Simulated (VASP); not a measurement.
# AlFe (Pm-3m) in VASP: a series of runs

Runs on AlFe. Level: PBEsol. Tasks: single point.

Everything below comes from runs of VASP 6.6.1. Logs are shortened: lines on timing, memory, paths and dates and some standing lists are left out, and cuts for length are marked.

**1. The cell of the first run**

The structure is cubic, space group Pm-3m (No. 221). The conventional cell has a = 2.901 Å, b = 2.901 Å, c = 2.901 Å, α = 90.00°, β = 90.00°, γ = 90.00°. Within 3.3 Å of Al (site symmetry m-3m) lie 8 Fe at 2.51 Å and 6 Al at 2.90 Å. Fe (site symmetry m-3m) has 8 Al at 2.51 Å and 6 Fe at 2.90 Å within 3.3 Å.

**2. Single point, PBEsol, collinear spin, ferromagnetic start (12.20 Å³/atom)**

The input, INCAR:

```
SYSTEM = AlFe
ALGO = Normal ; EDIFF = 1E-6
ENCUT = 520 ; GGA = PS
ISIF = 2 ; ISMEAR = 0
ISPIN = 2 ; LASPH = .True.
LCHARG = .False. ; LMAXMIX = 4
LORBIT = 11 ; LREAL = .False.
LWAVE = .False. ; MAGMOM = 0 0.75
NBANDS = 16 ; NELM = 150
PREC = Accurate ; SIGMA = 0.1
```

The input, KPOINTS:

```
k-points
0
Gamma
  14 14 14
  0 0 0
```

The input, POSCAR:

```
AlFe
1.0
    2.9008067811      0.0000000000      0.0000000000
    0.0000000000      2.9008067811      0.0000000000
    0.0000000000      0.0000000000      2.9008067811
Al Fe
1 1
Direct
    0.0000000000      0.0000000000      0.0000000000
    0.5000000000      0.5000000000      0.5000000000
```

Potentials or basis: VASP PAW PBE potentials, release 64 (Al, Fe).

Started as:

```
$ cat potpaw_PBE.64/Al/POTCAR potpaw_PBE.64/Fe/POTCAR > POTCAR
$ mpirun -np 1 vasp_std > vasp.out
```

OUTCAR:

```text
SYSTEM = AlFe
   EDIFF = 1E-6
   ENCUT = 520
   GGA = PS
   ISIF = 2
   ISMEAR = 0
   ISPIN = 2
   LASPH = .True.
   LORBIT = 11
   LREAL = .False.
   NELM = 150
   PREC = Accurate

 ion  position               nearest neighbor table
   1  0.000  0.000  0.000-   2 2.51   2 2.51   2 2.51   2 2.51   2 2.51   2 2.51   2 2.51   2 2.51

   2  0.500  0.500  0.500-   1 2.51   1 2.51   1 2.51   1 2.51   1 2.51   1 2.51   1 2.51   1 2.51

  LATTYP: Found a simple cubic cell.
 ALAT       =     2.9008067811

  Lattice vectors:

 A1 = (   2.9008067811,   0.0000000000,   0.0000000000)
 A2 = (   0.0000000000,   2.9008067811,   0.0000000000)
 A3 = (   0.0000000000,   0.0000000000,   2.9008067811)

Analysis of symmetry for initial positions (statically):
=====================================================================
 Subroutine PRICEL returns:
 Original cell was already a primitive cell.

 Routine SETGRP: Setting up the symmetry group for a
 simple cubic supercell.

 Subroutine GETGRP returns: Found 48 space group operations
 (whereof 48 operations were pure point group operations)
 out of a pool of 48 trial point group operations.

The static configuration has the point symmetry O_h .

Analysis of symmetry for dynamics (positions and initial velocities):
=====================================================================
 Subroutine PRICEL returns:
 Original cell was already a primitive cell.

 Routine SETGRP: Setting up the symmetry group for a
 simple cubic supercell.

 Subroutine GETGRP returns: Found 48 space group operations
 (whereof 48 operations were pure point group operations)
 out of a pool of 48 trial point group operations.

The dynamic configuration has the point symmetry O_h .

Analysis of structural, dynamic, and magnetic symmetry:
=====================================================================
 Subroutine PRICEL returns:
 Original cell was already a primitive cell.

 Routine SETGRP: Setting up the symmetry group for a
 simple cubic supercell.

 Subroutine GETGRP returns: Found 48 space group operations
 (whereof 48 operations were pure point group operations)
 out of a pool of 48 trial point group operations.

The overall configuration has the point symmetry O_h .

 Subroutine INISYM returns: Found 48 space group operations
 (whereof 48 operations are pure point group operations),
 and found     1 'primitive' translations

----------------------------------------------------------------------------------------

[... 111 lines left out ...]
     AMIX     =   0.40;   BMIX     =  1.00
     AMIX_MAG =   1.60;   BMIX_MAG =  1.00
  volume/ion in A,a.u.               =      12.20        82.36
  Fermi-wavevector in a.u.,A,eV,Ry     =   1.255125  2.371842 21.433780  1.575338
  Thomas-Fermi vector in A             =   2.388897
   LORBIT       =     11    0 simple, 1 ext, 2 COOP (PROOUT), +10 PAW based schemes
   GGA     = PS    functional components
   LHFCALC =     F    Hartree Fock is set to
   AEXX    =    0.0000 exact exchange contribution
   IVDW    =     0    specifies the selected vdW correction
   LEPSILON=     F    determine dielectric tensor
   LRPA    =     F    only Hartree local field effects (RPA)
 spin polarized calculation
 Gauss-broadening in eV      SIGMA  =   0.10
  energy-cutoff  :      520.00
  volume of cell :       24.41
 maximum number of plane-waves:       691
 NGX is ok and might be reduce to    24
   NGX = 11   NGY = 11   NGZ = 11

 number of electron      10.9999993 magnetization       0.6924124

 Free energy of the ion-electron system (eV)
  ---------------------------------------------------
  ext. energy  EPLUGINS =         0.00000000
  ---------------------------------------------------
  free energy    TOTEN  =       -13.69311020 eV

  energy without entropy =      -13.68107735  energy(sigma->0) =      -13.68709377

 E-fermi :   7.6306     XC(G=0): -12.1275

 val. band max:        7.6277382023   @ k =   0.2143   0.1429   0.0000
 cond. band min:       7.6339098262   @ k =   0.5000   0.3571   0.3571
 fundamental gap:      0.0061716240
 Fermi energy:         7.6305910935

 spin component 1

 k-point     1 :       0.0000    0.0000    0.0000
  band No.  band energies     occupation
      1      -2.6373      1.00000
      2       5.1657      1.00000
      3       5.1657      1.00000
      4       7.2578      1.00000
      5       7.2578      1.00000
      6       7.2578      1.00000
[... 435 lines left out ...]
      5       6.5686      1.00000
      6       7.0078      1.00000
[... 8 lines left out ...]
     15      25.8966      0.00000
     16      28.6681      0.00000

 [... further k-points ...]

 spin component 2

 k-point     1 :       0.0000    0.0000    0.0000
  band No.  band energies     occupation
      1      -2.6236      1.00000
      2       5.5559      1.00000
      3       5.5559      1.00000
      4       8.0589      0.00000
      5       8.0589      0.00000
      6       8.0589      0.00000
[... 435 lines left out ...]
      5       7.2890      1.00000
      6       7.7802      0.01718
[... 8 lines left out ...]
     15      25.9405      0.00000
     16      28.6684      0.00000

 [... further k-points ...]
[... 5 lines left out ...]
  --------------------------------------------------------------------------------------
  -------------------------------------------------------------------------------------
  Total       -1.4605696     -1.4605696     -1.4605696      0.0000000      0.0000000     -0.0000000
  in kB      -95.8686121    -95.8686121    -95.8686121      0.0000000      0.0000000     -0.0000000
  external PRESSURE =     -95.8686121 kB  Pullay stress =       0.0000000 kB

 VOLUME and BASIS-vectors are now :
 -----------------------------------------------------------------------------
  energy-cutoff  :      520.00
  volume of cell :       24.41
      direct lattice vectors                 reciprocal lattice vectors
     2.900806781  0.000000000  0.000000000     0.344731682  0.000000000  0.000000000
     0.000000000  2.900806781  0.000000000     0.000000000  0.344731682  0.000000000
     0.000000000  0.000000000  2.900806781     0.000000000  0.000000000  0.344731682

 POSITION                                       TOTAL-FORCE (eV/Angst)
 -----------------------------------------------------------------------------------
      0.00000      0.00000      0.00000         0.000000      0.000000      0.000000
      1.45040      1.45040      1.45040         0.000000      0.000000      0.000000
 -----------------------------------------------------------------------------------
    total drift:                                0.000000     -0.000000     -0.000000

  FREE ENERGIE OF THE ION-ELECTRON SYSTEM (eV)
  ---------------------------------------------------
  free  energy   TOTEN  =       -13.6931102034 eV

  energy  without entropy=      -13.6810773461  energy(sigma->0) =      -13.68709377

 total charge

# of ion       s       p       d       tot
------------------------------------------
    1        0.396   0.423   0.000   0.819
    2        0.424   0.483   6.467   7.373
--------------------------------------------------
tot          0.819   0.906   6.467   8.192

 magnetization (x)

# of ion       s       p       d       tot
------------------------------------------
    1       -0.008  -0.016   0.000  -0.023
    2       -0.001   0.006   0.729   0.734
--------------------------------------------------
tot         -0.009  -0.010   0.729   0.711
```

Run time: 31 s. Hardware: 1 thread of Intel Xeon 6975P-C (Granite Rapids), shared host; peak memory 0.2 GiB.

What came out:

| Property | Result |
| --- | --- |
| Free energy | -13.6931 eV |
| Pressure | -9.6 GPa |
| Net moment | 0.69 μB per cell |
| Site moments | Al -0.02; Fe +0.73 μB |
| Valence electrons inside the program's atomic spheres | Al 0.82; Fe 7.37 |

Levels at points of the mesh, in eV from the Fermi level:
Spin up:
```
           k point  band 2  band 3  band 4  band 5  band 6  band 7  band 8  band 9  band 10  band 11
(0.00, 0.00, 0.00)   -2.46   -2.46   -0.37   -0.37   -0.37    6.18    6.18    6.18     9.17     9.17
(0.50, 0.00, 0.00)   -5.94   -1.87   -1.29   -1.29   -0.26    0.80    8.66   10.83    10.83    11.64
(0.50, 0.50, 0.00)   -2.51   -2.10   -2.10   -1.06   -1.06    0.37    3.07    3.87    12.50    15.79
(0.50, 0.50, 0.50)   -3.52   -3.52    0.41    0.41    2.90    2.90    2.90    4.02     5.76     5.76
```
Spin down:
```csv
k point,band 2,band 3,band 4,band 5,band 6,band 7,band 8,band 9
"(0.00, 0.00, 0.00)",-2.07,-2.07,0.43,0.43,0.43,6.21,6.21,6.21
"(0.50, 0.00, 0.00)",-5.86,-1.42,-0.59,-0.59,0.56,1.32,8.57,10.91
"(0.50, 0.50, 0.00)",-2.19,-2.10,-2.10,-0.33,-0.33,0.94,3.42,4.40
"(0.50, 0.50, 0.50)",-3.12,-3.12,0.98,0.98,2.96,2.96,2.96,3.96
```

Caveat: the cell stands under tension; the PAW data sets were made with another functional, which shifts forces and pressure a little.

**3. Single point, PBEsol, collinear spin, ferromagnetic start**

This run uses another cell than the first one, of 12.32 Å³/atom.

The input, INCAR:

```
SYSTEM = AlFe
ALGO = Normal ; EDIFF = 1E-6
ENCUT = 520 ; GGA = PS
ISIF = 2 ; ISMEAR = 0
ISPIN = 2 ; LASPH = .TRUE.
LCHARG = .FALSE. ; LMAXMIX = 4
LORBIT = 11 ; LREAL = .FALSE.
LWAVE = .FALSE. ; MAGMOM = 0 0.75
NBANDS = 16 ; NELM = 150
PREC = Accurate ; SIGMA = 0.1
```

The input, KPOINTS:

```
k-points
0
G
  14 14 14
  0 0 0
```

The input, POSCAR:

```
AlFe
1.0
    2.9100000000      0.0000000000      0.0000000000
    0.0000000000      2.9100000000      0.0000000000
    0.0000000000      0.0000000000      2.9100000000
Al Fe
1 1
Direct
    0.0000000000      0.0000000000      0.0000000000
    0.5000000000      0.5000000000      0.5000000000
```

Potentials or basis: VASP PAW PBE potentials, release 64 (Al, Fe).

Started as:

```
$ cat potpaw_PBE.64/Al/POTCAR potpaw_PBE.64/Fe/POTCAR > POTCAR
$ mpirun -np 1 vasp_std > vasp.out
```

Run time: 29 s. Hardware: 1 thread of Intel Xeon 6975P-C (Granite Rapids), shared host; peak memory 0.2 GiB.

Results (log left out):

```yaml
Free_energy: -13.6782 eV
Pressure: -10.9 GPa
Net_moment: 0.70 μB per cell
Site_moments: Al -0.02; Fe +0.74 μB
Valence_electrons_inside_the_program's_atomic_spheres: Al 0.81; Fe 7.36
```

Levels at points of the mesh, in eV from the Fermi level:
Spin up:
```tsv
k point	band 4	band 5	band 6	band 7	band 8	band 9
(0.00, 0.00, 0.00)	-0.39	-0.39	-0.39	6.12	6.12	6.12
(0.50, 0.00, 0.00)	-1.29	-1.29	-0.27	0.77	8.63	10.76
(0.50, 0.50, 0.00)	-2.09	-1.06	-1.06	0.35	3.02	3.79
(0.50, 0.50, 0.50)	0.38	0.38	2.88	2.88	2.88	3.93
```
Spin down:
| k point | band 1 | band 2 | band 3 | band 4 | band 5 | band 6 | band 7 | band 8 | band 9 | band 10 |
| --- | --- | --- | --- | --- | --- | --- | --- | --- | --- | --- |
| (0.00, 0.00, 0.00) | -10.21 | -2.04 | -2.04 | 0.43 | 0.43 | 0.43 | 6.15 | 6.15 | 6.15 | 9.21 |
| (0.50, 0.00, 0.00) | -6.16 | -5.83 | -1.39 | -0.58 | -0.58 | 0.55 | 1.31 | 8.54 | 10.84 | 10.84 |
| (0.50, 0.50, 0.00) | -4.57 | -2.17 | -2.09 | -2.09 | -0.32 | -0.32 | 0.93 | 3.38 | 4.33 | 12.33 |
| (0.50, 0.50, 0.50) | -3.09 | -3.09 | -3.09 | 0.97 | 0.97 | 2.95 | 2.95 | 2.95 | 3.86 | 6.09 |

Caveat: the cell stands under tension; the PAW data sets were made with another functional, which shifts forces and pressure a little.

**4. Single point, PBEsol, collinear spin, ferromagnetic start (12.67 Å³/atom)**

This run uses another cell than the first one, of 12.67 Å³/atom.

The input, INCAR:

```
SYSTEM = AlFe
  PREC = Accurate
  ENCUT = 520
  EDIFF = 1E-6
  ISMEAR = 0
  SIGMA = 0.1
  LREAL = .False.
  LASPH = .True.
  NELM = 150
  ALGO = Normal
  ISIF = 2
  LWAVE = .False.
  LCHARG = .False.
  ISPIN = 2
  MAGMOM = 0 0.75
  LORBIT = 11
  LMAXMIX = 4
  GGA = PS
  NBANDS = 16
```

The input, KPOINTS:

```
regular mesh
0
Gamma
  14 14 14
  0 0 0
```

The input, POSCAR:

```
AlFe
1.0
    2.9368453329      0.0000000000      0.0000000000
    0.0000000000      2.9368453329      0.0000000000
    0.0000000000      0.0000000000      2.9368453329
Al Fe
1 1
Direct
    0.0000000000      0.0000000000      0.0000000000
    0.5000000000      0.5000000000      0.5000000000
```

Started as:

```
$ cat potpaw_PBE.64/Al/POTCAR potpaw_PBE.64/Fe/POTCAR > POTCAR
$ mpirun -np 1 vasp_std > vasp.out
```

It took 28 s on 1 thread of Intel Xeon 6975P-C (Granite Rapids), shared host; peak memory 0.2 GiB.

It converged, with:

| Property | Result |
| --- | --- |
| Free energy | -13.6232 eV |
| Pressure | -14.5 GPa |
| Net moment | 0.73 μB per cell |
| Site moments | Al -0.03; Fe +0.78 μB |
| Valence electrons inside the program's atomic spheres | Al 0.80; Fe 7.30 |

Levels at points of the mesh, in eV from the Fermi level:
Spin up:
| k point | band 3 | band 4 | band 5 | band 6 | band 7 | band 8 | band 9 | band 10 |
| --- | --- | --- | --- | --- | --- | --- | --- | --- |
| (0.00, 0.00, 0.00) | -2.39 | -0.43 | -0.43 | -0.43 | 5.94 | 5.94 | 5.94 | 8.95 |
| (0.50, 0.00, 0.00) | -1.83 | -1.29 | -1.29 | -0.32 | 0.68 | 8.56 | 10.57 | 10.57 |
| (0.50, 0.50, 0.00) | -2.08 | -2.08 | -1.07 | -1.07 | 0.27 | 2.88 | 3.57 | 12.06 |
| (0.50, 0.50, 0.50) | -3.42 | 0.31 | 0.31 | 2.83 | 2.83 | 2.83 | 3.66 | 5.49 |
Spin down:
```csv
k point,band 2,band 3,band 4,band 5,band 6,band 7,band 8,band 9
"(0.00, 0.00, 0.00)",-1.96,-1.96,0.42,0.42,0.42,5.97,5.97,5.97
"(0.50, 0.00, 0.00)",-5.74,-1.33,-0.56,-0.56,0.54,1.25,8.46,10.65
"(0.50, 0.50, 0.00)",-2.10,-2.08,-2.08,-0.30,-0.30,0.90,3.25,4.14
"(0.50, 0.50, 0.50)",-3.01,-3.01,0.94,0.94,2.90,2.90,2.90,3.58
```

Caveat: the cell stands under tension; the PAW data sets were made with another functional, which shifts forces and pressure a little.

**5. The runs side by side**

| cell | gap on the mesh (eV) | pressure (GPa) | moment (μB) |
| --- | --- | --- | --- |
| a = 2.901 Å, 2 atoms | none | -9.6 | 0.69 |
| a = 2.910 Å, 2 atoms | none | -10.9 | 0.70 |
| a = 2.937 Å, 2 atoms | none | -14.5 | 0.73 |

Alike in all rows: task single point; level PBEsol; potentials or basis VASP PAW PBE potentials, release 64 (Al, Fe); spin collinear, ferromagnetic start; k mesh 14 × 14 × 14; cutoff (eV) 520; smearing gaussian 0.1 eV.

Caveats: the cell stands under tension; the PAW data sets were made with another functional, which shifts forces and pressure a little.

Total energies depend on the potentials used, so only differences within one code and one set of settings carry meaning.
